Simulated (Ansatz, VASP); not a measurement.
## CuO: VASP beside Ansatz

Contents of INCAR:

```
SYSTEM = CuO
ALGO = Normal
EDIFF = 1E-6
EDIFFG = -0.01
ENCUT = 600
GGA = PE
IBRION = 2
ISIF = 3
ISMEAR = -1
LASPH = .TRUE.
LCHARG = .FALSE.
LDAU = .TRUE.
LDAUJ = 0 0
LDAUL = 2 -1
LDAUPRINT = 1
LDAUTYPE = 2
LDAUU = 2 0
LMAXMIX = 4
LREAL = .FALSE.
LWAVE = .FALSE.
NELM = 150
NSW = 60
PREC = Accurate
SIGMA = 0.05
```

File KPOINTS:

```
k-points
0
G
  10 10 10
  0 0 0
```

File POSCAR:

```
CuO
1.0
    2.5525506100      0.0000000000      0.0000000000
    0.0000000000      2.5525506100      0.0000000000
    0.0000000000      0.0000000000      2.5525506100
Cu O
1 1
Direct
    0.0000000000      0.0000000000      0.0000000000
    0.5000000000      0.5000000000      0.5000000000
```

input.yaml

```yaml
crystal:
  lattice:
    - [2.55255061, 0.0, 0.0]
    - [0.0, 2.55255061, 0.0]
    - [0.0, 0.0, 2.55255061]
  atoms:
    - { symbol: Cu, position: [0.0, 0.0, 0.0] }
    - { symbol: O, position: [0.5, 0.5, 0.5] }
hamiltonian:
  xc: pbe
  pseudopotentials: { kind: paw }
  hubbard: { sites: [{ species: Cu, l: d, u_eff: 2.0 }] }
kpoints:
  mp_grid: { grid: [10, 10, 10] }
scf:
  occupations: { method: fermi_dirac, width: 0.05 }
output:
  forces: true
  stress: true
  eigenvalues: true
relax:
  f_tol: 0.01
  max_steps: 40
  cell: { stress_tol: 0.05 }
```

Alike in both runs: task relaxation of cell and atoms; functional PBE; k mesh 10 × 10 × 10; occupations fermi-dirac, width 0.05 eV; no spin polarisation; Hubbard terms Cu d U = 2.0 eV.

|  | VASP | Ansatz |
| --- | --- | --- |
| version | VASP 6.6.1 | Ansatz 0.2.0 |
| potentials or method | VASP PAW PBE potentials, release 64 (Cu, O) | Ansatz PAW |
| plane-wave cutoff (eV) | 600 | 420 |
| valence electrons in the cell | 17 | 25 |

|  | VASP | Ansatz | Ansatz less VASP |
| --- | --- | --- | --- |
| gap on the k mesh at the Fermi level, each at its own relaxed structure (eV) | none | none | - |
| relaxed volume (Å³/atom) | 9.10 | 9.22 | +0.124 |
| relaxed length of the cell vector where the two differ most in proportion (Å) | 2.630 | 2.642 | +0.0119 |

The programs project onto different local orbitals, so the same U acts differently, and such runs can settle in different states. A gap of «none» marks a metal or a gap that the smearing closes. VASP's potentials hold 17 valence electrons a cell and Ansatz's 25, so a difference there can come from the potentials and not from the codes.

Noted on Ansatz's run: the plane-wave basis is chosen anew once the cell has moved, so the energies of steps on either side of that aren't comparable.
